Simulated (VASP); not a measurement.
# BiTe in VASP: single point with PBE

Aim: the single point of BiTe with PBE.

Everything below comes from runs of VASP 6.6.1. Logs are shortened: lines on timing, memory, paths and dates and some standing lists are left out, and cuts for length are marked.

## Step 1: The cell of the first run

The typed cell holds 4 atoms: a = 4.373 Å, b = 4.369 Å, c = 7.333 Å, α = 89.99°, β = 90.01°, γ = 75.11°.

## Step 2: Single point, PBE

INCAR

```
SYSTEM = BiTe
ALGO = Normal
EDIFF = 1E-7
ENCUT = 520
GGA = PE
ISIF = 2
ISMEAR = 0
LASPH = .TRUE.
LCHARG = .TRUE.
LELF = .TRUE.
LREAL = .FALSE.
LVHAR = .TRUE.
LWAVE = .FALSE.
NBANDS = 29
NELM = 80
PREC = Accurate
SIGMA = 0.05
```

KPOINTS

```
k-points
0
G
  6 6 3
  0 0 0
```

POSCAR

```
BiTe
1.0
    4.3357504981      0.5662873885     -0.0002445383
    0.5662873885      4.3319538841      0.0002869921
   -0.0004890767      0.0005739842      7.3331759735
Bi Te
2 2
Direct
    0.0044350142     -0.0069743183      0.0030510201
    0.0044212784     -0.0069905156      0.5030479378
    0.6274065094      0.6153268418      0.2530646902
    0.3814576295      0.3706903930      0.7530413375
```

Potentials or basis: VASP PAW PBE potentials, release 64 (Bi_d, Te).

Command:

```console
$ cat potpaw_PBE.64/Bi_d/POTCAR potpaw_PBE.64/Te/POTCAR > POTCAR
$ mpirun -np 1 vasp_std > vasp.out
```

OUTCAR:

```text
SYSTEM = BiTe
   EDIFF = 1E-7
   ENCUT = 520
   GGA = PE
   ISIF = 2
   ISMEAR = 0
   LASPH = .TRUE.
   LREAL = .FALSE.
   NELM = 80
   PREC = Accurate

 ion  position               nearest neighbor table
   1  0.004  0.993  0.003-   4 3.19   3 3.19   3 3.34   4 3.34   4 3.35   3 3.35   2 3.67   2 3.67

   2  0.004  0.993  0.503-   3 3.19   4 3.19   3 3.34   4 3.34   4 3.35   3 3.35   1 3.67   1 3.67

   3  0.627  0.615  0.253-   2 3.19   1 3.19   2 3.34   1 3.34   1 3.35   2 3.35
   4  0.381  0.371  0.753-   1 3.19   2 3.19   2 3.34   1 3.34   1 3.35   2 3.35

  LATTYP: Found a triclinic cell.
 ALAT       =     4.3688105867
 B/A-ratio  =     1.5862084733
 C/A-ratio  =     1.6785291710
 COS(alpha) =     0.0000142738
 COS(beta)  =     0.0001346582
 COS(gamma) =     0.7925607567

  Lattice vectors:

 A1 = (  -0.5662873885,  -4.3319538841,  -0.0002869921)
 A2 = (  -4.9020378866,  -4.8982412726,  -0.0000424538)
 A3 = (   0.0004890767,  -0.0005739842,  -7.3331759735)

Analysis of symmetry for initial positions (statically):
=====================================================================
 Subroutine PRICEL returns:
 Original cell was already a primitive cell.

 Routine SETGRP: Setting up the symmetry group for a
 triclinic supercell.

 Subroutine GETGRP returns: Found  1 space group operations
 (whereof  1 operations were pure point group operations)
 out of a pool of  2 trial point group operations.

The static configuration has the point symmetry C_1 .

Analysis of symmetry for dynamics (positions and initial velocities):
=====================================================================
 Subroutine PRICEL returns:
 Original cell was already a primitive cell.

 Routine SETGRP: Setting up the symmetry group for a
 triclinic supercell.

 Subroutine GETGRP returns: Found  1 space group operations
 (whereof  1 operations were pure point group operations)
 out of a pool of  2 trial point group operations.

The dynamic configuration has the point symmetry C_1 .

 Subroutine INISYM returns: Found  1 space group operations
 (whereof  1 operations are pure point group operations),
 and found     1 'primitive' translations

----------------------------------------------------------------------------------------

                                     Primitive cell

  volume of cell :     135.3821

  direct lattice vectors                    reciprocal lattice vectors
     4.335750498  0.566287389 -0.000244538     0.234646851 -0.030673816  0.000018050
     0.566287389  4.331953884  0.000286992    -0.030673816  0.234852500 -0.000020428
    -0.000489077  0.000573984  7.333175974     0.000009025 -0.000010214  0.136366564

  length of vectors
     4.372575196  4.368810587  7.333176012     0.236643250  0.236847167  0.136366565

  position of ions in fractional coordinates (direct lattice)
     0.004435014  0.993025682  0.003051020
     0.004421278  0.993009484  0.503047938
     0.627406509  0.615326842  0.253064690
     0.381457629  0.370690393  0.753041338

  ion indices of the primitive-cell ions
   primitive index   ion index
                 1           1
                 2           2
                 3           3
                 4           4

----------------------------------------------------------------------------------------

 KPOINTS: k-points

Automatic generation of k-mesh.
 Grid dimensions read from file:
 generate k-points for:    6    6    3

 Generating k-lattice:

  Cartesian coordinates                     Fractional coordinates (reciprocal lattice)
     0.039107808 -0.005112303  0.000003008     0.166666667 -0.000000000  0.000000000
    -0.005112303  0.039142083 -0.000003405    -0.000000000  0.166666667  0.000000000
     0.000003008 -0.000003405  0.045455521     0.000000000  0.000000000  0.333333333

  Length of vectors
     0.039440542  0.039474528  0.045455522

  Shift w.r.t. Gamma in fractional coordinates (k-lattice)
     0.000000000  0.000000000  0.000000000

 Subroutine IBZKPT returns following result:
 ===========================================

 Found     56 irreducible k-points:

 Following reciprocal coordinates:
            Coordinates               Weight
  0.000000  0.000000  0.000000      1.000000
  0.166667  0.000000  0.000000      2.000000
  0.333333 -0.000000  0.000000      2.000000
  0.500000 -0.000000  0.000000      1.000000
  0.000000  0.166667  0.000000      2.000000
  0.166667  0.166667  0.000000      2.000000
[... 16 lines left out ...]
  0.333333 -0.000000  0.333333      2.000000
  0.500000  0.000000  0.333333      2.000000
 [... further k-points ...]
   k-points           NKPTS =     56   k-points in BZ     NKDIM =     56   number of bands    NBANDS=     29
   number of dos      NEDOS =    301   number of ions     NIONS =      4
   total plane-waves  NPLWV =  64512
   dimension x,y,z NGX =    36 NGY =   32 NGZ =   56
   dimension x,y,z NGXF=    72 NGYF=   64 NGZF=  112
   ions per type =               2   2
   NGX,Y,Z   is equivalent  to a cutoff of  13.69, 12.18, 12.70 a.u.
   NGXF,Y,Z  is equivalent  to a cutoff of  27.37, 24.35, 25.39 a.u.
 SYSTEM =  BiTe
   PREC   = accura    normal or accurate (medium, high low for compatibility)
   ISTART =      0    job   : 0-new  1-cont  2-samecut
   ICHARG =      2    charge: 1-file 2-atom 10-const
   ISPIN  =      1    spin polarized calculation?
   LNONCOLLINEAR =      F non collinear calculations
   LSORBIT =      F    spin-orbit coupling
   LASPH  =      T    aspherical Exc in radial PAW
   ENCUT  =  520.0 eV  38.22 Ry    6.18 a.u.   8.13  8.12 13.63*2*pi/ulx,y,z
   NELM   =     80;   NELMIN=  2; NELMDL= -5     # of ELM steps
   EDIFF  = 0.1E-06   stopping-criterion for ELM
   LREAL  =      F    real-space projection
   EDIFFG = 0.1E-05   stopping-criterion for IOM
   NSW    =      0    number of steps for IOM
   IBRION =     -1    ionic relax: 0-MD 1-quasi-New 2-CG
   NFREE  =      0    steps in history (QN), initial steepest desc. (CG)
   ISIF   =      2    stress and relaxation
   ISYM   =      2    0-nonsym 1-usesym 2-fastsym
   POTIM  = 0.5000    time-step for ionic-motion
   TEBEG  =    0.0;   TEEND  =   0.0 temperature during run
   PSTRESS=    0.0 pullay stress
   NELECT =      42.0000    total number of electrons
   NUPDOWN=      -1.0000    fix difference up-down
   EMIN   =  10.00;   EMAX   =-10.00  energy-range for DOS
   EFERMI =   0.00;   METHOD = LEGACY
   ISMEAR =     0;   SIGMA  =   0.05  broadening in eV -4-tet -1-fermi 0-gaus
   EFERMI_NEDOS =   21; number of points for ismear=-14 and -15
   IALGO  =     38    algorithm
   IMIX   =      4    mixing-type and parameters
     AMIX     =   0.40;   BMIX     =  1.00
     AMIX_MAG =   1.60;   BMIX_MAG =  1.00
  volume/ion in A,a.u.               =      33.85       228.40
  Fermi-wavevector in a.u.,A,eV,Ry     =   1.108249  2.094288 16.710905  1.228217
  Thomas-Fermi vector in A             =   2.244774
   LORBIT       =      0    0 simple, 1 ext, 2 COOP (PROOUT), +10 PAW based schemes
   GGA     = PE    functional components
   LHFCALC =     F    Hartree Fock is set to
   AEXX    =    0.0000 exact exchange contribution
   IVDW    =     0    specifies the selected vdW correction
   LEPSILON=     F    determine dielectric tensor
   LRPA    =     F    only Hartree local field effects (RPA)
 non-spin polarized calculation
 Gauss-broadening in eV      SIGMA  =   0.05
  energy-cutoff  :      520.00
  volume of cell :      135.38
 maximum number of plane-waves:      3661
 NGX is ok and might be reduce to    36
   NGX = 17   NGY = 17   NGZ = 27

 number of electron      42.0000003 magnetization

 Free energy of the ion-electron system (eV)
  ---------------------------------------------------
  ext. energy  EPLUGINS =         0.00000000
  ---------------------------------------------------
  free energy    TOTEN  =       -14.22772542 eV

  energy without entropy =      -14.22589247  energy(sigma->0) =      -14.22680895

 E-fermi :   6.7141     XC(G=0):  -9.4657

 val. band max:        6.5770313614   @ k =   0.5000  -0.1667   0.3333
 cond. band min:       6.7308940064   @ k =   0.5000   0.5000   0.3333
 fundamental gap:      0.1538626450
 Fermi energy:         6.7141298432

 k-point     1 :       0.0000    0.0000    0.0000
  band No.  band energies     occupation
      1     -16.7542      2.00000
      2     -16.7285      2.00000
      3     -16.7224      2.00000
      4     -16.7108      2.00000
      5     -16.7092      2.00000
      6     -16.6850      2.00000
[... 21 lines left out ...]
     28      10.9369      0.00000
     29      11.8357      0.00000

 k-point     2 :       0.1667    0.0000    0.0000
  band No.  band energies     occupation
      1     -16.7537      2.00000
      2     -16.7294      2.00000
      3     -16.7220      2.00000
      4     -16.7115      2.00000
      5     -16.7078      2.00000
      6     -16.6841      2.00000
[... 21 lines left out ...]
     28      11.4397      0.00000
     29      12.1649      0.00000

 k-point     3 :       0.3333   -0.0000    0.0000
  band No.  band energies     occupation
      1     -16.7531      2.00000
      2     -16.7315      2.00000
      3     -16.7214      2.00000
      4     -16.7129      2.00000
      5     -16.7055      2.00000
      6     -16.6815      2.00000
[... 21 lines left out ...]
     28      12.1732      0.00000
     29      12.7518      0.00000

 k-point     4 :       0.5000   -0.0000    0.0000
  band No.  band energies     occupation
      1     -16.7530      2.00000
      2     -16.7325      2.00000
      3     -16.7212      2.00000
      4     -16.7137      2.00000
      5     -16.7046      2.00000
      6     -16.6801      2.00000
[... 21 lines left out ...]
     28      12.2346      0.00000
     29      12.9987      0.00000

 k-point     5 :       0.0000    0.1667    0.0000
  band No.  band energies     occupation
      1     -16.7537      2.00000
      2     -16.7295      2.00000
      3     -16.7220      2.00000
      4     -16.7115      2.00000
      5     -16.7078      2.00000
      6     -16.6840      2.00000
[... 21 lines left out ...]
     28      11.4383      0.00000
     29      12.1604      0.00000
[... 510 lines left out ...]
     28      12.2371      0.00000
     29      12.4411      0.00000

 k-point    22 :       0.1667   -0.0000    0.3333
  band No.  band energies     occupation
      1     -16.7351      2.00000
      2     -16.7209      2.00000
      3     -16.7175      2.00000
      4     -16.7168      2.00000
      5     -16.7107      2.00000
      6     -16.6889      2.00000
[... 21 lines left out ...]
     28      11.9480      0.00000
     29      12.6135      0.00000

 k-point    23 :       0.3333   -0.0000    0.3333
  band No.  band energies     occupation
      1     -16.7358      2.00000
      2     -16.7217      2.00000
      3     -16.7184      2.00000
      4     -16.7157      2.00000
      5     -16.7090      2.00000
      6     -16.6874      2.00000
[... 21 lines left out ...]
     28      11.8059      0.00000
     29      13.2055      0.00000

 k-point    24 :       0.5000    0.0000    0.3333
  band No.  band energies     occupation
      1     -16.7364      2.00000
      2     -16.7220      2.00000
      3     -16.7193      2.00000
      4     -16.7150      2.00000
      5     -16.7084      2.00000
      6     -16.6868      2.00000
[... 21 lines left out ...]
     28      11.7873      0.00000
     29      13.7290      0.00000

 [... further k-points ...]

------------------------ aborting loop because EDIFF is reached ----------------------------------------

  FORCE on cell =-STRESS in cart. coord.  units (eV):
  Direction    XX          YY          ZZ          XY          YZ          ZX
  --------------------------------------------------------------------------------------
  -------------------------------------------------------------------------------------
  Total       -0.0349163     -0.0213566     -0.0568959      0.0100176     -0.0032019      0.0033760
  in kB       -0.4132168     -0.2527442     -0.6733335      0.1185527     -0.0378923      0.0399536
  external PRESSURE =      -0.4464315 kB  Pullay stress =       0.0000000 kB

 VOLUME and BASIS-vectors are now :
 -----------------------------------------------------------------------------
  energy-cutoff  :      520.00
  volume of cell :      135.38
      direct lattice vectors                 reciprocal lattice vectors
     4.335750498  0.566287389 -0.000244538     0.234646851 -0.030673816  0.000018050
     0.566287389  4.331953884  0.000286992    -0.030673816  0.234852500 -0.000020428
    -0.000489077  0.000573984  7.333175974     0.000009025 -0.000010214  0.136366564

 POSITION                                       TOTAL-FORCE (eV/Angst)
 -----------------------------------------------------------------------------------
      0.58157      4.30425      0.02266        -0.000074      0.000012      0.000149
      0.58125      4.30446      3.68922        -0.000009      0.000102      0.000202
      3.06861      3.02101      1.85579        -0.002268      0.004813     -0.000523
      1.86345      1.82226      5.52220         0.002351     -0.004926      0.000172
 -----------------------------------------------------------------------------------
    total drift:                               -0.000318      0.000510      0.000706

  FREE ENERGIE OF THE ION-ELECTRON SYSTEM (eV)
  ---------------------------------------------------
  free  energy   TOTEN  =       -14.2277254234 eV

  energy  without entropy=      -14.2258924747  energy(sigma->0) =      -14.22680895
```

Wall time 2 min (1 thread of AMD EPYC 9R45 (Zen 5), shared host); peak memory 0.33 GiB.

Results:

```yaml
Free_energy: -14.2277 eV
Pressure: 0.0 GPa
Largest_force: 0.005 eV/Å
Band_gap_on_the_k_mesh: zero (bands 21 and 22 overlap by 2.38 eV)
```

Forces on the atoms (eV/Å):
```
Bi   0.000  0.000  0.000
Bi   0.000  0.000  0.000
Te  -0.002  0.005 -0.001
Te   0.002 -0.005  0.000
```

Caveat: spin-orbit coupling is left out, which moves the levels of the heavy elements.
